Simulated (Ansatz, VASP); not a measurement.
# One calculation of CuI, two programs

```xyz
4
Lattice="4.0551 0.0000 0.0000 0.0000 4.0551 0.0000 0.0000 0.0000 6.3457" Properties=species:S:1:pos:R:3 pbc="T T T"
Cu    2.0276    2.0276    0.0000
Cu    0.0000    0.0000    0.0000
I     2.0276    0.0000    1.6925
I     0.0000    2.0276    4.6532
```

Alike in both runs: task single point; functional r2SCAN; k mesh 6 × 6 × 4; no spin polarisation.

```csv
,VASP,Ansatz
version,VASP 6.6.1,Ansatz 0.2.0
potentials or method,"VASP PAW PBE potentials, release 64 (Cu, I)","plane waves, PAW"
plane-wave cutoff (eV),520,500
occupations,"gaussian, width 0.01 eV",fixed
valence electrons in the cell,36,72
```

Ansatz gave:

| Item | Value |
| --- | --- |
| gap on the k mesh at the Fermi level (eV) | 2.08 |
| pressure (GPa) | 1.1 |
| rms of the force components (eV/Å) | 0.005 |

Task: Which values does VASP return?

Result: gap on the k mesh at the Fermi level (eV): 2.07; pressure (GPa): 1.1; rms of the force components (eV/Å): 0.002.

VASP's potentials were made for PBE, not for r2SCAN. Atom by atom the forces differ by 0.003 eV/Å (rms over components). VASP's potentials hold 36 valence electrons a cell and Ansatz's 72, so a difference there can come from the potentials and not from the codes.

Spin-orbit coupling is off throughout.
